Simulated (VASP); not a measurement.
# Ti (Im-3m) in VASP: further runs

Ti is run at these levels: BHLYP; tasks: single point.

Everything below comes from runs of VASP 6.6.1. Logs are shortened: lines on timing, memory, paths and dates and some standing lists are left out, and cuts for length are marked.

### 1 The cell of the first run

It takes space group Im-3m (No. 229, cubic). Conventional cell: a = 3.325 Å, b = 3.325 Å, c = 3.325 Å, α = 90.00°, β = 90.00°, γ = 90.00°. Within 3.8 Å of Ti (site symmetry m-3m) lie 14 Ti at 2.88 to 3.33 Å.

This isn't the form of Ti at room conditions, which is hcp.

### 2 Single point, BHLYP

File POSCAR:

```
Ti
1.0
   -1.6625945817      1.6625945817      1.6625945817
    1.6625945817     -1.6625945817      1.6625945817
    1.6625945817      1.6625945817     -1.6625945817
Ti
1
Direct
    0.0000000000      0.0000000000      0.0000000000
```

File INCAR.step1:

```
SYSTEM = Ti
PREC     = Accurate       ! precision mode
ENCUT    = 520            ! plane-wave cutoff, eV
EDIFF    = 1E-5           ! SCF threshold, eV
ISMEAR   = -1             ! smearing method
SIGMA    = 0.05           ! smearing width, eV
LREAL    = .FALSE.        ! projectors in reciprocal space
LASPH    = .TRUE.         ! aspherical terms in the spheres
NELM     = 60             ! most SCF steps
ALGO     = Normal         ! electronic algorithm
ISIF     = 2              ! what is computed and relaxed
LWAVE    = .TRUE.         ! write WAVECAR
LCHARG   = .FALSE.        ! write CHGCAR
GGA      = PE             ! functional
NBANDS   = 12             ! bands
```

File INCAR.step2:

```
SYSTEM = Ti
PREC     = Accurate       ! precision mode
ENCUT    = 520            ! plane-wave cutoff, eV
EDIFF    = 1E-6           ! SCF threshold, eV
ISMEAR   = -1             ! smearing method
SIGMA    = 0.05           ! smearing width, eV
LREAL    = .FALSE.        ! projectors in reciprocal space
LASPH    = .TRUE.         ! aspherical terms in the spheres
NELM     = 60             ! most SCF steps
ALGO     = Normal         ! electronic algorithm
ISIF     = 2              ! what is computed and relaxed
LWAVE    = .FALSE.        ! write WAVECAR
LCHARG   = .FALSE.        ! write CHGCAR
GGA      = B5             ! functional
LHFCALC  = .TRUE.         ! exact exchange
AEXX     = 0.5            ! exact-exchange fraction
ALDAX    = 0.5          
AGGAX    = 0.5          
AGGAC    = 1.0          
ALDAC    = 0.0          
PRECFOCK = Normal       
ISTART   = 1            
NBANDS   = 12             ! bands
```

File KPOINTS:

```
regular mesh
0
G
  6 6 6
  0 0 0
```

Potentials or basis: VASP PAW PBE potentials, release 64 (Ti_sv).

The run is started by

```sh
cat potpaw_PBE.64/Ti_sv/POTCAR > POTCAR
cp INCAR.step1 INCAR
mpirun -np 1 vasp_std > vasp.out
cp INCAR.step2 INCAR
mpirun -np 1 vasp_std > vasp.out
```

OUTCAR:

```text
SYSTEM = Ti
   PREC = Accurate
   ENCUT = 520
   EDIFF = 1E-6
   ISMEAR = -1
   LREAL = .FALSE.
   LASPH = .TRUE.
   NELM = 60
   ISIF = 2
   GGA = B5
   LHFCALC = .TRUE.
   AEXX = 0.5
   PRECFOCK = Normal
   ISTART = 1

 ion  position               nearest neighbor table
   1  0.000  0.000  0.000-

  LATTYP: Found a body centered cubic cell.
 ALAT       =     3.3251891634

  Lattice vectors:

 A1 = (  -1.6625945817,   1.6625945817,   1.6625945817)
 A2 = (   1.6625945817,  -1.6625945817,   1.6625945817)
 A3 = (   1.6625945817,   1.6625945817,  -1.6625945817)

Analysis of symmetry for initial positions (statically):
=====================================================================
 Subroutine PRICEL returns:
 Original cell was already a primitive cell.

 Routine SETGRP: Setting up the symmetry group for a
 body centered cubic supercell.

 Subroutine GETGRP returns: Found 48 space group operations
 (whereof 48 operations were pure point group operations)
 out of a pool of 48 trial point group operations.

The static configuration has the point symmetry O_h .

Analysis of symmetry for dynamics (positions and initial velocities):
=====================================================================
 Subroutine PRICEL returns:
 Original cell was already a primitive cell.

 Routine SETGRP: Setting up the symmetry group for a
 body centered cubic supercell.

 Subroutine GETGRP returns: Found 48 space group operations
 (whereof 48 operations were pure point group operations)
 out of a pool of 48 trial point group operations.

The dynamic configuration has the point symmetry O_h .

 Subroutine INISYM returns: Found 48 space group operations
 (whereof 48 operations are pure point group operations),
 and found     1 'primitive' translations

----------------------------------------------------------------------------------------

                                     Primitive cell

  volume of cell :      18.3831

  direct lattice vectors                    reciprocal lattice vectors
    -1.662594582  1.662594582  1.662594582     0.000000000  0.300734771  0.300734771
     1.662594582 -1.662594582  1.662594582     0.300734771  0.000000000  0.300734771
     1.662594582  1.662594582 -1.662594582     0.300734771  0.300734771  0.000000000

  length of vectors
     2.879698288  2.879698288  2.879698288     0.425303191  0.425303191  0.425303191

  position of ions in fractional coordinates (direct lattice)
     0.000000000  0.000000000  0.000000000

  ion indices of the primitive-cell ions
   primitive index   ion index
                 1           1

----------------------------------------------------------------------------------------

 KPOINTS: regular mesh

Automatic generation of k-mesh.
 Grid dimensions read from file:
 generate k-points for:    6    6    6

 Generating k-lattice:

  Cartesian coordinates                     Fractional coordinates (reciprocal lattice)
     0.000000000  0.050122462  0.050122462     0.166666667  0.000000000  0.000000000
     0.050122462  0.000000000  0.050122462     0.000000000  0.166666667  0.000000000
     0.050122462  0.050122462  0.000000000     0.000000000  0.000000000  0.166666667

  Length of vectors
     0.070883865  0.070883865  0.070883865

  Shift w.r.t. Gamma in fractional coordinates (k-lattice)
     0.000000000  0.000000000  0.000000000

 Subroutine IBZKPT returns following result:
 ===========================================

 Found     16 irreducible k-points:

 Following reciprocal coordinates:
            Coordinates               Weight
  0.000000  0.000000  0.000000      1.000000
  0.166667  0.000000  0.000000     12.000000
  0.333333  0.000000  0.000000     12.000000
  0.500000  0.000000  0.000000      6.000000
  0.166667  0.166667  0.000000     24.000000
  0.333333  0.166667 -0.000000     48.000000
[... 8 lines left out ...]
  0.500000  0.500000  0.333333     12.000000
  0.500000  0.500000  0.500000      1.000000
   k-points           NKPTS =     16   k-points in BZ     NKDIM =    216   number of bands    NBANDS=     12
   number of dos      NEDOS =    301   number of ions     NIONS =      1
   total plane-waves  NPLWV =  13824
   dimension x,y,z NGX =    24 NGY =   24 NGZ =   24
   dimension x,y,z NGXF=    48 NGYF=   48 NGZF=   48
   ions per type =               1
   NGX,Y,Z   is equivalent  to a cutoff of  13.86, 13.86, 13.86 a.u.
   NGXF,Y,Z  is equivalent  to a cutoff of  27.71, 27.71, 27.71 a.u.
 SYSTEM =  Ti
   PREC   = accura    normal or accurate (medium, high low for compatibility)
   ISTART =      1    job   : 0-new  1-cont  2-samecut
   ICHARG =      0    charge: 1-file 2-atom 10-const
   ISPIN  =      1    spin polarized calculation?
   LNONCOLLINEAR =      F non collinear calculations
   LSORBIT =      F    spin-orbit coupling
   LASPH  =      T    aspherical Exc in radial PAW
   ENCUT  =  520.0 eV  38.22 Ry    6.18 a.u.   5.35  5.35  5.35*2*pi/ulx,y,z
   NELM   =     60;   NELMIN=  2; NELMDL=  0     # of ELM steps
   EDIFF  = 0.1E-05   stopping-criterion for ELM
   LREAL  =      F    real-space projection
   EDIFFG = 0.1E-04   stopping-criterion for IOM
   NSW    =      0    number of steps for IOM
   IBRION =     -1    ionic relax: 0-MD 1-quasi-New 2-CG
   NFREE  =      0    steps in history (QN), initial steepest desc. (CG)
   ISIF   =      2    stress and relaxation
   ISYM   =      3    0-nonsym 1-usesym 2-fastsym
   POTIM  = 0.5000    time-step for ionic-motion
   TEBEG  =    0.0;   TEEND  =   0.0 temperature during run
   PSTRESS=    0.0 pullay stress
   NELECT =      12.0000    total number of electrons
   NUPDOWN=      -1.0000    fix difference up-down
   EMIN   =  10.00;   EMAX   =-10.00  energy-range for DOS
   EFERMI =   0.00;   METHOD = LEGACY
   ISMEAR =    -1;   SIGMA  =   0.05  broadening in eV -4-tet -1-fermi 0-gaus
   EFERMI_NEDOS =   21; number of points for ismear=-14 and -15
   IALGO  =     38    algorithm
   IMIX   =      1    mixing-type and parameters
     AMIX     =   0.40;   BMIX     =  1.00
     AMIX_MAG =   1.60;   BMIX_MAG =  1.00
  volume/ion in A,a.u.               =      18.38       124.06
  Fermi-wavevector in a.u.,A,eV,Ry     =   1.420133  2.683661 27.439910  2.016777
  Thomas-Fermi vector in A             =   2.541080
   LORBIT       =      0    0 simple, 1 ext, 2 COOP (PROOUT), +10 PAW based schemes
   GGA     = B5    functional components
   LHFCALC =     T    Hartree Fock is set to
   PRECFOCK=normal    Normal, Fast or Accurate (Low or Medium for compatibility)
   ENCUT4O =  -1.0   cutoff for four orbital integrals eV
   NKREDX  =     1    reduce k-point grid by
   NKREDY  =     1    reduce k-point grid by
   NKREDZ  =     1    reduce k-point grid by
   AEXX    =    0.5000 exact exchange contribution
   HFSCREEN=    0.0000 screening length (either q_TF or 0.3 A-1)
   HFSCREENC=   0.0000 screening length for correlation (either q_TF or 0.3 A-1)
   ENCUTFOCK=  -1.0 apply spherical cutoff to Coloumb kernel
   IVDW    =     0    specifies the selected vdW correction
   LEPSILON=     F    determine dielectric tensor
   LRPA    =     F    only Hartree local field effects (RPA)
 non-spin polarized calculation
  energy-cutoff  :      520.00
  volume of cell :       18.38
 maximum number of plane-waves:       531
 NGX is ok and might be reduce to    24
  NGX = 18; NGY = 18; NGZ = 18

 number of electron      12.0000004 magnetization

 Free energy of the ion-electron system (eV)
  ---------------------------------------------------
  ext. energy  EPLUGINS =         0.00000000
  ---------------------------------------------------
  free energy    TOTEN  =       -11.88386811 eV

  energy without entropy =      -11.86863804  energy(sigma->0) =      -11.87625307

 E-fermi :   8.1005     XC(G=0):  -5.9662

 val. band max:        8.0879322018   @ k =   0.3333   0.1667  -0.0000
 cond. band min:       8.7836658223   @ k =   0.5000   0.0000   0.0000
 fundamental gap:      0.6957336205
 Fermi energy:         8.1004985303

 k-point     1 :       0.0000    0.0000    0.0000
  band No.  band energies     occupation
      1     -59.4452      2.00000
      2     -32.0785      2.00000
      3     -32.0785      2.00000
      4     -32.0785      2.00000
      5      -1.1216      2.00000
      6      11.0879      0.00000
      7      11.0879      0.00000
      8      11.0879      0.00000
      9      12.6554      0.00000
     10      12.6554      0.00000
     11      27.7466      0.00000
     12      27.7466      0.00000

 k-point     2 :       0.1667    0.0000    0.0000
  band No.  band energies     occupation
      1     -59.4150      2.00000
      2     -32.2489      2.00000
      3     -32.1244      2.00000
      4     -32.0797      2.00000
      5      -0.0150      2.00000
      6      10.5350      0.00000
      7      10.5774      0.00000
      8      11.7593      0.00000
      9      12.3033      0.00000
     10      12.6374      0.00000
     11      26.1366      0.00000
     12      27.1809      0.00000

 k-point     3 :       0.3333    0.0000    0.0000
  band No.  band energies     occupation
      1     -59.3542      2.00000
      2     -32.5767      2.00000
      3     -32.2154      2.00000
      4     -32.0821      2.00000
      5       2.5795      2.00000
      6       8.8902      0.00000
      7       9.3411      0.00000
      8      12.5542      0.00000
      9      12.6961      0.00000
     10      13.3801      0.00000
     11      21.5271      0.00000
     12      24.6138      0.00000
[... 166 lines left out ...]
 k-point    15 :       0.5000    0.5000    0.3333
  band No.  band energies     occupation
      1     -59.2659      2.00000
      2     -32.5463      2.00000
      3     -32.4284      2.00000
      4     -32.3885      2.00000
      5       4.5765      2.00000
      6       4.5884      2.00000
      7      12.1801      0.00000
      8      12.3218      0.00000
      9      14.2326      0.00000
     10      16.8456      0.00000
     11      18.2474      0.00000
     12      20.2637      0.00000

 k-point    16 :       0.5000    0.5000    0.5000
  band No.  band energies     occupation
      1     -59.2469      2.00000
      2     -32.4814      2.00000
      3     -32.4814      2.00000
      4     -32.4814      2.00000
      5       4.0112      2.00000
      6       4.0112      2.00000
      7      14.1604      0.00000
      8      14.1604      0.00000
      9      14.1604      0.00000
     10      17.9209      0.00000
     11      17.9209      0.00000
     12      17.9209      0.00000

------------------------ aborting loop because EDIFF is reached ----------------------------------------

  FORCE on cell =-STRESS in cart. coord.  units (eV):
  Direction    XX          YY          ZZ          XY          YZ          ZX
  --------------------------------------------------------------------------------------
  -------------------------------------------------------------------------------------
  Total       -0.8471039     -0.8471039     -0.8471039      0.0000000     -0.0000000      0.0000000
  in kB      -73.8292088    -73.8292088    -73.8292088      0.0000000     -0.0000000      0.0000000
  external PRESSURE =     -73.8292088 kB  Pullay stress =       0.0000000 kB

 VOLUME and BASIS-vectors are now :
 -----------------------------------------------------------------------------
  energy-cutoff  :      520.00
  volume of cell :       18.38
      direct lattice vectors                 reciprocal lattice vectors
    -1.662594582  1.662594582  1.662594582     0.000000000  0.300734771  0.300734771
     1.662594582 -1.662594582  1.662594582     0.300734771  0.000000000  0.300734771
     1.662594582  1.662594582 -1.662594582     0.300734771  0.300734771  0.000000000

 POSITION                                       TOTAL-FORCE (eV/Angst)
 -----------------------------------------------------------------------------------
      0.00000      0.00000      0.00000         0.000000      0.000000     -0.000000
 -----------------------------------------------------------------------------------
    total drift:                                0.000000     -0.000000     -0.000000

  FREE ENERGIE OF THE ION-ELECTRON SYSTEM (eV)
  ---------------------------------------------------
  free  energy   TOTEN  =       -11.8838681050 eV

  energy  without entropy=      -11.8686380408  energy(sigma->0) =      -11.87625307
```

It took 11 min on 1 thread of AMD EPYC 7R13 (Zen 3), shared host; peak memory 0.12 GiB.

What came out:

- Free energy: -11.8839 eV
- Pressure: -7.4 GPa
- Band gap on the k mesh: zero (bands 6 and 7 overlap by 4.66 eV)

Caveat: the k points lie up to 0.45 Å⁻¹ apart, too coarse for converged energies and pressures of a metal; the PAW data sets were made with another functional, which shifts forces and pressure a little.

### 3 Single point, BHLYP

This run uses another cell than the first one, of 18.74 Å³/atom.

File POSCAR:

```
Ti
1.0
   -1.6731846416      1.6731846416      1.6731846416
    1.6731846416     -1.6731846416      1.6731846416
    1.6731846416      1.6731846416     -1.6731846416
Ti
1
Direct
    0.0000000000      0.0000000000      0.0000000000
```

File INCAR.step1:

```
PREC     = Accurate       # precision mode
ENCUT    = 520            # plane-wave cutoff, eV
EDIFF    = 1E-5           # SCF threshold, eV
ISMEAR   = -1             # smearing method
SIGMA    = 0.05           # smearing width, eV
LREAL    = False          # projectors in reciprocal space
LASPH    = True           # aspherical terms in the spheres
NELM     = 80             # most SCF steps
ALGO     = Normal         # electronic algorithm
ISIF     = 2              # what is computed and relaxed
LWAVE    = True           # write WAVECAR
LCHARG   = False          # write CHGCAR
NBANDS   = 12             # bands
GGA      = PE             # functional
```

File INCAR.step2:

```
PREC     = Accurate       # precision mode
ENCUT    = 520            # plane-wave cutoff, eV
EDIFF    = 1E-6           # SCF threshold, eV
ISMEAR   = -1             # smearing method
SIGMA    = 0.05           # smearing width, eV
LREAL    = False          # projectors in reciprocal space
LASPH    = True           # aspherical terms in the spheres
NELM     = 80             # most SCF steps
ALGO     = Normal         # electronic algorithm
ISIF     = 2              # what is computed and relaxed
LWAVE    = False          # write WAVECAR
LCHARG   = False          # write CHGCAR
GGA      = B5             # functional
LHFCALC  = True           # exact exchange
AEXX     = 0.5            # exact-exchange fraction
ALDAX    = 0.5          
AGGAX    = 0.5          
AGGAC    = 1.0          
ALDAC    = 0.0          
PRECFOCK = Normal       
NBANDS   = 12             # bands
ISTART   = 1
```

File KPOINTS:

```
Automatic mesh
0
Gamma
  6 6 6
```

Potentials or basis: VASP PAW PBE potentials, release 64 (Ti_sv).

The run is started by

```sh
cat potpaw_PBE.64/Ti_sv/POTCAR > POTCAR
cp INCAR.step1 INCAR
mpirun -np 1 vasp_std > vasp.out
cp INCAR.step2 INCAR
mpirun -np 1 vasp_std > vasp.out
```

OUTCAR:

```text
PREC = Accurate
   ENCUT = 520
   EDIFF = 1E-6
   ISMEAR = -1
   LREAL = False
   LASPH = True
   NELM = 80
   ISIF = 2
   GGA = B5
   LHFCALC = True
   AEXX = 0.5
   PRECFOCK = Normal
   ISTART = 1

 ion  position               nearest neighbor table
   1  0.000  0.000  0.000-

  LATTYP: Found a body centered cubic cell.
 ALAT       =     3.3463692832

  Lattice vectors:

 A1 = (  -1.6731846416,   1.6731846416,   1.6731846416)
 A2 = (   1.6731846416,  -1.6731846416,   1.6731846416)
 A3 = (   1.6731846416,   1.6731846416,  -1.6731846416)

Analysis of symmetry for initial positions (statically):
=====================================================================
 Subroutine PRICEL returns:
 Original cell was already a primitive cell.

 Routine SETGRP: Setting up the symmetry group for a
 body centered cubic supercell.

 Subroutine GETGRP returns: Found 48 space group operations
[... 166 lines left out ...]
 fundamental gap:      0.6344517692
 Fermi energy:         7.9195031250

 k-point     1 :       0.0000    0.0000    0.0000
  band No.  band energies     occupation
      1     -59.6828      2.00000
      2     -32.3345      2.00000
      3     -32.3345      2.00000
      4     -32.3345      2.00000
      5      -1.2496      2.00000
      6      10.8679      0.00000
      7      10.8679      0.00000
      8      10.8679      0.00000
      9      12.3952      0.00000
     10      12.3952      0.00000
     11      27.4073      0.00000
     12      27.4073      0.00000
[... 211 lines left out ...]
 k-point    16 :       0.5000    0.5000    0.5000
  band No.  band energies     occupation
      1     -59.4982      2.00000
      2     -32.7141      2.00000
      3     -32.7141      2.00000
      4     -32.7141      2.00000
      5       3.9009      2.00000
      6       3.9009      2.00000
      7      13.8638      0.00000
      8      13.8638      0.00000
      9      13.8638      0.00000
     10      17.5697      0.00000
     11      17.5697      0.00000
     12      17.5697      0.00000

------------------------ aborting loop because EDIFF is reached ----------------------------------------

  FORCE on cell =-STRESS in cart. coord.  units (eV):
  Direction    XX          YY          ZZ          XY          YZ          ZX
  --------------------------------------------------------------------------------------
  -------------------------------------------------------------------------------------
  Total       -1.1099366     -1.1099366     -1.1099366      0.0000000      0.0000000     -0.0000000
  in kB      -94.9111312    -94.9111312    -94.9111312      0.0000000      0.0000000     -0.0000000
  external PRESSURE =     -94.9111312 kB  Pullay stress =       0.0000000 kB

 VOLUME and BASIS-vectors are now :
 -----------------------------------------------------------------------------
  energy-cutoff  :      520.00
  volume of cell :       18.74
      direct lattice vectors                 reciprocal lattice vectors
    -1.673184642  1.673184642  1.673184642     0.000000000  0.298831335  0.298831335
     1.673184642 -1.673184642  1.673184642     0.298831335  0.000000000  0.298831335
     1.673184642  1.673184642 -1.673184642     0.298831335  0.298831335  0.000000000

 POSITION                                       TOTAL-FORCE (eV/Angst)
 -----------------------------------------------------------------------------------
      0.00000      0.00000      0.00000         0.000000     -0.000000     -0.000000
 -----------------------------------------------------------------------------------
    total drift:                                0.000000     -0.000000      0.000000

  FREE ENERGIE OF THE ION-ELECTRON SYSTEM (eV)
  ---------------------------------------------------
  free  energy   TOTEN  =       -11.8656208721 eV

  energy  without entropy=      -11.8503905108  energy(sigma->0) =      -11.85800569
```

Run time: 11 min. Hardware: 1 thread of AMD EPYC 7R13 (Zen 3), shared host; peak memory 0.12 GiB.

Results:

| Property | Result |
| --- | --- |
| Free energy | -11.8656 eV |
| Pressure | -9.5 GPa |
| Band gap on the k mesh | zero (bands 6 and 7 overlap by 4.60 eV) |

Caveat: the k points lie up to 0.44 Å⁻¹ apart, too coarse for converged energies and pressures of a metal; the PAW data sets were made with another functional, which shifts forces and pressure a little.

The gap in the log of VASP goes by the Fermi energy; the results here count the filled bands.